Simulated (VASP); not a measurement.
A run of VASP 6.6.1:

INCAR

```
SYSTEM = Ir
ALGO = Normal ; EDIFF = 1E-6
EDIFFG = -0.01 ; ENCUT = 600
GGA = PE ; IBRION = 2
ISIF = 3 ; ISMEAR = -1
LASPH = .TRUE. ; LCHARG = .FALSE.
LREAL = .FALSE. ; LWAVE = .FALSE.
NELM = 100 ; NSW = 80
PREC = Accurate ; SIGMA = 0.1
```

KPOINTS

```
k-points
0
G
  5 5 5
  0 0 0
```

Contents of POSCAR:

```
Ir
1.0
    4.8373408790      0.0000000000      0.0000000000
    0.0000000000      4.8373408790      0.0000000000
    0.0000000000      0.0000000000      4.8373408790
Ir
8
Direct
    0.0000000000      0.0000000000      0.0000000000
    0.5000000000      0.5000000000      0.5000000000
    0.2500000000      0.0000000000      0.5000000000
    0.7500000000      0.0000000000      0.5000000000
    0.5000000000      0.2500000000      0.0000000000
    0.5000000000      0.7500000000      0.0000000000
    0.0000000000      0.5000000000      0.2500000000
    0.0000000000      0.5000000000      0.7500000000
```

Potentials or basis: VASP PAW PBE potentials, release 64 (Ir).

Command:

```console
$ cat potpaw_PBE.64/Ir/POTCAR > POTCAR
$ mpirun -np 1 vasp_std > vasp.out
```

Hardware: 1 thread of Intel Xeon 8259CL (shared host).

**Question.** How long does it take, and how much memory?

**Answer.** Run time: 13 min on 1 thread of Intel Xeon 8259CL, with other jobs on the host, peak memory 0.27 GiB. Counts: scf iterations 75, k points 10, ion steps 17.
